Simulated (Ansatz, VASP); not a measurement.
# Two plane-wave programs on Na

```
CELL_PARAMETERS angstrom
3.58837 0.00000 0.00000
-1.79419 3.10762 0.00000
0.00000 0.00000 5.85941
ATOMIC_POSITIONS crystal
Na 0.33333 0.66667 0.25000
Na 0.66667 0.33333 0.75000
```

Alike in both runs: task single point; functional PBE; k mesh 11 × 11 × 6; occupations fermi-dirac, width 0.1 eV; no spin polarisation.

|  | VASP | Ansatz |
| --- | --- | --- |
| version | VASP 6.6.1 | Ansatz 0.2.0 |
| potentials or method | VASP PAW PBE potentials, release 64 (Na_pv), cutoff 500 eV | plane waves (420 eV) with PAW, scalar-relativistic |
| valence electrons in the cell | 14 | 18 |

VASP gave:

| Item | Value |
| --- | --- |
| pressure (GPa) | 1.2 |
| traceless stress, the component that is largest in VASP (GPa) | 0.14 |

Question: What did Ansatz give for the same quantities?

Answer: Pressure (GPa): 1.3; traceless stress, the component that is largest in VASP (GPa): 0.14.

VASP's potentials hold 14 valence electrons a cell and Ansatz's 18, so a difference there can come from the potentials and not from the codes.
